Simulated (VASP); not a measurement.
# Si (a cell with a defect) in VASP: relaxation of the atoms with PBE

Aim: the relaxation of the atoms of Si (a cell with a defect) with PBE.

Program: VASP 6.6.1. These are calculated values, not measurements. Logs are shortened: lines on timing, memory, paths and dates and some standing lists are left out, and cuts for length are marked.

## Step 1: The cell of the first run

The cell holds a defect, 17 atoms: a = 7.679 Å, b = 7.679 Å, c = 7.679 Å, α = 60.00°, β = 60.00°, γ = 60.00°.

## Step 2: Relaxation of the atoms, PBE

Contents of INCAR:

```
ALGO = Normal ; EDIFF = 1E-7
EDIFFG = -0.03 ; ENCUT = 450
GGA = PE ; GGA_COMPAT = False
IBRION = 2 ; ISIF = 2
ISMEAR = 0 ; LASPH = True
LCHARG = False ; LREAL = False
LWAVE = False ; NELM = 120
NELMIN = 4 ; NSW = 80
PREC = Accurate ; SIGMA = 0.05
```

Contents of KPOINTS:

```
k-points
0
Gamma
  2 2 2
```

Contents of POSCAR:

```
Si
1.0
    0.0000000000      5.4300000000      5.4300000000
    5.4300000000      0.0000000000      5.4300000000
    5.4300000000      5.4300000000      0.0000000000
Si
17
Direct
    0.0000000000      0.0000000000      0.0000000000
    0.1250000000      0.1250000000      0.1250000000
    0.0000000000      0.0000000000      0.5000000000
    0.1250000000      0.1250000000      0.6250000000
    0.0000000000      0.5000000000      0.0000000000
    0.1250000000      0.6250000000      0.1250000000
    0.0000000000      0.5000000000      0.5000000000
    0.1250000000      0.6250000000      0.6250000000
    0.5000000000      0.0000000000      0.0000000000
    0.6250000000      0.1250000000      0.1250000000
    0.5000000000      0.0000000000      0.5000000000
    0.6250000000      0.1250000000      0.6250000000
    0.5000000000      0.5000000000      0.0000000000
    0.6250000000      0.6250000000      0.1250000000
    0.5000000000      0.5000000000      0.5000000000
    0.6250000000      0.6250000000      0.6250000000
    0.3891987400      0.8792080800      0.3630939500
```

Potentials or basis: VASP PAW PBE potentials, release 64 (Si).

Run with:

```sh
$ cat potpaw_PBE.64/Si/POTCAR > POTCAR
$ mpirun -np 1 vasp_std > vasp.out
```

OUTCAR:

```text
EDIFF = 1E-7
   EDIFFG = -0.03
   ENCUT = 450
   GGA = PE
   IBRION = 2
   ISIF = 2
   ISMEAR = 0
   LASPH = True
   LREAL = False
   NELM = 120
   NELMIN = 4
   NSW = 80
   PREC = Accurate

 ion  position               nearest neighbor table
   1  0.000  0.000  0.000-   2 2.35   4 2.35   6 2.35  10 2.35
   2  0.125  0.125  0.125-   1 2.35   3 2.35   5 2.35   9 2.35  17 2.73
   3  0.000  0.000  0.500-   2 2.35   4 2.35   8 2.35  12 2.35  17 2.44
   4  0.125  0.125  0.625-   1 2.35   3 2.35   7 2.35  11 2.35  17 2.76
   5  0.000  0.500  0.000-   2 2.35   6 2.35   8 2.35  14 2.35
   6  0.125  0.625  0.125-   1 2.35   5 2.35   7 2.35  13 2.35
   7  0.000  0.500  0.500-   4 2.35   6 2.35   8 2.35  16 2.35
   8  0.125  0.625  0.625-   3 2.35   5 2.35   7 2.35  15 2.35  17 2.82
   9  0.500  0.000  0.000-  17 2.28  10 2.35  12 2.35  14 2.35   2 2.35
  10  0.625  0.125  0.125-   1 2.35   9 2.35  11 2.35  13 2.35  17 2.62
  11  0.500  0.000  0.500-  17 2.31  10 2.35  12 2.35  16 2.35   4 2.35
  12  0.625  0.125  0.625-   3 2.35   9 2.35  11 2.35  15 2.35
  13  0.500  0.500  0.000-   6 2.35  10 2.35  14 2.35  16 2.35
  14  0.625  0.625  0.125-   5 2.35   9 2.35  13 2.35  15 2.35  17 2.68
  15  0.500  0.500  0.500-   8 2.35  12 2.35  14 2.35  16 2.35  17 2.38
  16  0.625  0.625  0.625-   7 2.35  11 2.35  13 2.35  15 2.35  17 2.70
  17  0.389  0.879  0.363-   9 2.28  11 2.31  15 2.38   3 2.44  10 2.62  14 2.68  16 2.70   2 2.73
                             4 2.76   8 2.82

  LATTYP: Found a face centered cubic cell.
 ALAT       =    10.8600000000

  Lattice vectors:

 A1 = (   0.0000000000,   5.4300000000,   5.4300000000)
 A2 = (   5.4300000000,   0.0000000000,   5.4300000000)
 A3 = (   5.4300000000,   5.4300000000,   0.0000000000)

Analysis of symmetry for initial positions (statically):
=====================================================================
 Subroutine PRICEL returns:
 Original cell was already a primitive cell.

 Routine SETGRP: Setting up the symmetry group for a
 face centered cubic supercell.

 Subroutine GETGRP returns: Found  1 space group operations
 (whereof  1 operations were pure point group operations)
 out of a pool of 48 trial point group operations.

The static configuration has the point symmetry C_1 .

Analysis of symmetry for dynamics (positions and initial velocities):
=====================================================================
 Subroutine PRICEL returns:
 Original cell was already a primitive cell.

 Routine SETGRP: Setting up the symmetry group for a
 face centered cubic supercell.

 Subroutine GETGRP returns: Found  1 space group operations
 (whereof  1 operations were pure point group operations)
 out of a pool of 48 trial point group operations.

The dynamic configuration has the point symmetry C_1 .

 Subroutine INISYM returns: Found  1 space group operations
 (whereof  1 operations are pure point group operations),
 and found     1 'primitive' translations

----------------------------------------------------------------------------------------

                                     Primitive cell

  volume of cell :     320.2060

  direct lattice vectors                    reciprocal lattice vectors
     0.000000000  5.430000000  5.430000000    -0.092081031  0.092081031  0.092081031
     5.430000000  0.000000000  5.430000000     0.092081031 -0.092081031  0.092081031
     5.430000000  5.430000000  0.000000000     0.092081031  0.092081031 -0.092081031

  length of vectors
     7.679179644  7.679179644  7.679179644     0.159489025  0.159489025  0.159489025

  position of ions in fractional coordinates (direct lattice)
     0.000000000  0.000000000  0.000000000
     0.125000000  0.125000000  0.125000000
     0.000000000  0.000000000  0.500000000
     0.125000000  0.125000000  0.625000000
     0.000000000  0.500000000  0.000000000
     0.125000000  0.625000000  0.125000000
[... 9 lines left out ...]
     0.625000000  0.625000000  0.625000000
     0.389198740  0.879208080  0.363093950

  ion indices of the primitive-cell ions
   primitive index   ion index
                 1           1
                 2           2
                 3           3
                 4           4
                 5           5
                 6           6
[... 9 lines left out ...]
                16          16
                17          17

----------------------------------------------------------------------------------------

 KPOINTS: k-points

Automatic generation of k-mesh.
 Grid dimensions read from file:
 generate k-points for:    2    2    2

 Generating k-lattice:

  Cartesian coordinates                     Fractional coordinates (reciprocal lattice)
    -0.046040516  0.046040516  0.046040516     0.500000000  0.000000000  0.000000000
     0.046040516 -0.046040516  0.046040516     0.000000000  0.500000000  0.000000000
     0.046040516  0.046040516 -0.046040516     0.000000000  0.000000000  0.500000000

  Length of vectors
     0.079744512  0.079744512  0.079744512

  Shift w.r.t. Gamma in fractional coordinates (k-lattice)
     0.000000000  0.000000000  0.000000000

 Subroutine IBZKPT returns following result:
 ===========================================

 Found      8 irreducible k-points:

 Following reciprocal coordinates:
            Coordinates               Weight
  0.000000  0.000000  0.000000      1.000000
  0.500000  0.000000  0.000000      1.000000
  0.000000  0.500000  0.000000      1.000000
  0.000000  0.000000  0.500000      1.000000
  0.500000  0.500000  0.500000      1.000000
  0.500000  0.500000  0.000000      1.000000
  0.000000  0.500000  0.500000      1.000000
  0.500000  0.000000  0.500000      1.000000
   k-points           NKPTS =      8   k-points in BZ     NKDIM =      8   number of bands    NBANDS=     43
   number of dos      NEDOS =    301   number of ions     NIONS =     17
   total plane-waves  NPLWV = 157464
   dimension x,y,z NGX =    54 NGY =   54 NGZ =   54
   dimension x,y,z NGXF=   108 NGYF=  108 NGZF=  108
   ions per type =              17
   NGX,Y,Z   is equivalent  to a cutoff of  11.69, 11.69, 11.69 a.u.
   NGXF,Y,Z  is equivalent  to a cutoff of  23.38, 23.38, 23.38 a.u.
 SYSTEM =  unknown system
   PREC   = accura    normal or accurate (medium, high low for compatibility)
   ISTART =      0    job   : 0-new  1-cont  2-samecut
   ICHARG =      2    charge: 1-file 2-atom 10-const
   ISPIN  =      1    spin polarized calculation?
   LNONCOLLINEAR =      F non collinear calculations
   LSORBIT =      F    spin-orbit coupling
   LASPH  =      T    aspherical Exc in radial PAW
   ENCUT  =  450.0 eV  33.07 Ry    5.75 a.u.  13.28 13.28 13.28*2*pi/ulx,y,z
   NELM   =    120;   NELMIN=  4; NELMDL= -5     # of ELM steps
   EDIFF  = 0.1E-06   stopping-criterion for ELM
   LREAL  =      F    real-space projection
   EDIFFG = -.3E-01   stopping-criterion for IOM
   NSW    =     80    number of steps for IOM
   IBRION =      2    ionic relax: 0-MD 1-quasi-New 2-CG
   NFREE  =      1    steps in history (QN), initial steepest desc. (CG)
   ISIF   =      2    stress and relaxation
   ISYM   =      2    0-nonsym 1-usesym 2-fastsym
   POTIM  = 0.5000    time-step for ionic-motion
   TEBEG  =    0.0;   TEEND  =   0.0 temperature during run
   PSTRESS=    0.0 pullay stress
   NELECT =      68.0000    total number of electrons
   NUPDOWN=      -1.0000    fix difference up-down
   EMIN   =  10.00;   EMAX   =-10.00  energy-range for DOS
   EFERMI =   0.00;   METHOD = LEGACY
   ISMEAR =     0;   SIGMA  =   0.05  broadening in eV -4-tet -1-fermi 0-gaus
   EFERMI_NEDOS =   21; number of points for ismear=-14 and -15
   IALGO  =     38    algorithm
   IMIX   =      4    mixing-type and parameters
     AMIX     =   0.40;   BMIX     =  1.00
     AMIX_MAG =   1.60;   BMIX_MAG =  1.00
  volume/ion in A,a.u.               =      18.84       127.11
  Fermi-wavevector in a.u.,A,eV,Ry     =   0.976715  1.845724 12.979587  0.953973
  Thomas-Fermi vector in A             =   2.107356
   LORBIT       =      0    0 simple, 1 ext, 2 COOP (PROOUT), +10 PAW based schemes
   GGA     = PE    functional components
   LHFCALC =     F    Hartree Fock is set to
   AEXX    =    0.0000 exact exchange contribution
   IVDW    =     0    specifies the selected vdW correction
   LEPSILON=     F    determine dielectric tensor
   LRPA    =     F    only Hartree local field effects (RPA)
 conjugate gradient relaxation of ions
 non-spin polarized calculation
 Gauss-broadening in eV      SIGMA  =   0.05
  energy-cutoff  :      450.00
  volume of cell :      320.21
 maximum number of plane-waves:      6958
 NGX is ok and might be reduce to    54
   NGX = 27   NGY = 27   NGZ = 27

--------------------------------------- Ionic step        1  -------------------------------------------

 number of electron      68.0000003 magnetization

 Free energy of the ion-electron system (eV)
  ---------------------------------------------------
  ext. energy  EPLUGINS =         0.00000000
  ---------------------------------------------------
  free energy    TOTEN  =       -87.81467497 eV

  energy without entropy =      -87.80507108  energy(sigma->0) =      -87.80987303

------------------------ aborting loop because EDIFF is reached ----------------------------------------

  FORCE on cell =-STRESS in cart. coord.  units (eV):
  Direction    XX          YY          ZZ          XY          YZ          ZX
  --------------------------------------------------------------------------------------
  -------------------------------------------------------------------------------------
  Total       11.7478191     11.7318484     11.8274722      1.2685583     -0.5218549      0.0954962
  in kB       58.7811864     58.7012757     59.1797372      6.3473367     -2.6111445      0.4778231
  external PRESSURE =      58.8873998 kB  Pullay stress =       0.0000000 kB
[... 134 lines left out ...]
  FREE ENERGIE OF THE ION-ELECTRON SYSTEM (eV)
  ---------------------------------------------------
  free  energy   TOTEN  =       -87.9769409350 eV

  energy  without entropy=      -87.9669734514  energy(sigma->0) =      -87.97195719

[... ionic steps 4 to 7 ...]

--------------------------------------- Ionic step        8  -------------------------------------------

 number of electron      68.0000000 magnetization

------------------------ aborting loop because EDIFF is reached ----------------------------------------

  FORCE on cell =-STRESS in cart. coord.  units (eV):
  Direction    XX          YY          ZZ          XY          YZ          ZX
  --------------------------------------------------------------------------------------
  -------------------------------------------------------------------------------------
  Total       10.6816028     10.6800403     10.6896245      0.0235415     -0.0100277      0.0036051
  in kB       53.4462849     53.4384668     53.4864221      0.1177920     -0.0501743      0.0180384
  external PRESSURE =      53.4570579 kB  Pullay stress =       0.0000000 kB
[... 87 lines left out ...]
  energy  without entropy=      -87.9785420171  energy(sigma->0) =      -87.98352687

--------------------------------------- Ionic step       10  -------------------------------------------

 number of electron      68.0000000 magnetization

 Free energy of the ion-electron system (eV)
  ---------------------------------------------------
  ext. energy  EPLUGINS =         0.00000000
  ---------------------------------------------------
  free energy    TOTEN  =       -87.98866574 eV

  energy without entropy =      -87.97869387  energy(sigma->0) =      -87.98367980

 E-fermi :   6.9101     XC(G=0):  -9.6744

 val. band max:        6.6850433449   @ k =   0.0000   0.0000   0.0000
 cond. band min:       6.9257533266   @ k =   0.5000   0.0000   0.5000
 fundamental gap:      0.2407099817
 Fermi energy:         6.9101005103

 k-point     1 :       0.0000    0.0000    0.0000
  band No.  band energies     occupation
      1      -6.3192      2.00000
      2      -3.7732      2.00000
      3      -3.6309      2.00000
      4      -3.6284      2.00000
      5      -3.6240      2.00000
      6      -2.8092      2.00000
[... 401 lines left out ...]
  FREE ENERGIE OF THE ION-ELECTRON SYSTEM (eV)
  ---------------------------------------------------
  free  energy   TOTEN  =       -87.9886657408 eV

  energy  without entropy=      -87.9786938673  energy(sigma->0) =      -87.98367980

 reached required accuracy - stopping structural energy minimisation
```

Wall time 8.7 min (1 thread of Intel Xeon Platinum 8375C at 2.90GHz (Ice Lake), shared host); peak memory 0.41 GiB.

Results:

- Free energy: -87.9887 eV
- Energy gained by relaxing: 10.2 meV/atom
- Ionic steps: 10
- Pressure after relaxing: 5.3 GPa
- Largest force after relaxing: 0.020 eV/Å
- Band gap on the k mesh: zero (bands 34 and 35 overlap by 0.25 eV)

Forces in eV/Å, atoms in the order of the input:
```
Si  -0.006  0.002  0.011
Si   0.008  0.003 -0.005
Si   0.000 -0.001  0.001
Si  -0.004 -0.007 -0.005
Si  -0.008 -0.002  0.009
Si   0.003  0.002 -0.007
Si  -0.002  0.004  0.009
Si   0.004 -0.003  0.009
Si   0.008  0.008 -0.008
Si  -0.002  0.002  0.012
Si  -0.001 -0.001  0.000
Si   0.006 -0.007 -0.017
Si   0.001 -0.006  0.006
Si  -0.005  0.006  0.000
Si  -0.002  0.001  0.000
Si  -0.005  0.004  0.000
Si   0.005 -0.005 -0.014
```

Step by step:
```csv
step,energy change (eV),largest force (eV/Å),pressure (GPa)
1,0.0000,1.4176,5.89
2,-0.1622,0.3005,5.35
3,-0.1623,0.3045,5.34
4,-0.1705,0.1443,5.33
5,-0.1707,0.1447,5.33
6,-0.1728,0.0744,5.34
7,-0.1732,0.0449,5.35
8,-0.1737,0.0342,5.35
9,-0.1738,0.0325,5.34
10,-0.1740,0.0195,5.34
```

Final structure:
```yaml
crystal:
  lattice:
    - [0.00000, 5.43000, 5.43000]
    - [5.43000, 0.00000, 5.43000]
    - [5.43000, 5.43000, 0.00000]
  atoms:
    - { symbol: Si, position: [0.00054, 0.99858, 0.00042] }
    - { symbol: Si, position: [0.12313, 0.12799, 0.12091] }
    - { symbol: Si, position: [0.99644, 0.00151, 0.50094] }
    - { symbol: Si, position: [0.12297, 0.12795, 0.62789] }
    - { symbol: Si, position: [0.00049, 0.50046, 0.00035] }
    - { symbol: Si, position: [0.12489, 0.62500, 0.12505] }
    - { symbol: Si, position: [0.00045, 0.50043, 0.49877] }
    - { symbol: Si, position: [0.12263, 0.62175, 0.62780] }
    - { symbol: Si, position: [0.50332, 0.00298, 0.99109] }
    - { symbol: Si, position: [0.62811, 0.12814, 0.12166] }
    - { symbol: Si, position: [0.50301, 0.00266, 0.50212] }
    - { symbol: Si, position: [0.62815, 0.12587, 0.62244] }
    - { symbol: Si, position: [0.49847, 0.50056, 0.00047] }
    - { symbol: Si, position: [0.62804, 0.62263, 0.12128] }
    - { symbol: Si, position: [0.50243, 0.49437, 0.50151] }
    - { symbol: Si, position: [0.62800, 0.62247, 0.62797] }
    - { symbol: Si, position: [0.37814, 0.87587, 0.37244] }
```

Levels at points of the mesh, in eV from the Fermi level:
```csv
k point,band 32,band 33,band 34,band 35,band 36,band 37
"(0.00, 0.00, 0.00)",-0.82,-0.82,-0.25,-0.24,-0.23,0.08
"(0.50, 0.00, 0.00)",-1.43,-1.43,-0.34,0.52,0.54,0.90
"(0.00, 0.50, 0.00)",-1.43,-1.43,-0.34,0.52,0.55,0.90
"(0.00, 0.00, 0.50)",-1.43,-1.43,-0.34,0.53,0.55,0.89
"(0.50, 0.50, 0.50)",-1.43,-1.43,-0.34,0.53,0.55,0.89
"(0.50, 0.50, 0.00)",-1.89,-0.99,0.02,0.71,1.02,1.03
"(0.00, 0.50, 0.50)",-1.89,-0.99,0.02,0.71,1.02,1.03
"(0.50, 0.00, 0.50)",-1.89,-0.99,0.02,0.71,1.03,1.03
```

Caveat: the k points lie up to 0.50 Å⁻¹ apart.

The gap in the log of VASP goes by the Fermi energy; the results here count the filled bands.